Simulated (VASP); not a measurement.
FeCo, 2 atoms in the cell. The structure is cubic, space group Pm-3m (No. 221). Conventional cell: a = 2.777 Å, b = 2.777 Å, c = 2.777 Å, α = 90.00°, β = 90.00°, γ = 90.00°. Co (site symmetry m-3m) has 8 Fe at 2.41 Å and 6 Co at 2.78 Å within 3.2 Å. Fe (site symmetry m-3m) has 8 Co at 2.41 Å and 6 Fe at 2.78 Å within 3.2 Å. 

- Program: VASP 6.6.1
- Task: single point
- Functional: PBE
- Potentials or basis: VASP PAW PBE potentials, release 64 (Co, Fe)
- Cutoff: 600 eV
- k mesh: 2 × 2 × 2
- Occupations: gaussian, width 0.05 eV
- Spin: non-collinear spin, typed start
- Starting moments: [[-1.14, -2.027, 0.593], [2.283, 0.762, 1.431]] μB
- Dipole correction: no
- Further INCAR settings: ALGO = Normal; EDIFF = 1e-06; NBANDS = 29

Potentials or basis: VASP PAW PBE potentials, release 64 (Co, Fe).

The run is started by

```bash
$ cat potpaw_PBE.64/Co/POTCAR potpaw_PBE.64/Fe/POTCAR > POTCAR
$ mpirun -np 1 vasp_ncl > vasp.out
```

Hardware: 1 thread of Intel Xeon 8259CL, with other jobs on the host.

How long does it take, and how much memory?

Run time: 41 s on 1 thread of Intel Xeon 8259CL, on a shared host, peak memory 0.2 GiB. Counts: scf iterations 22, k points 8.
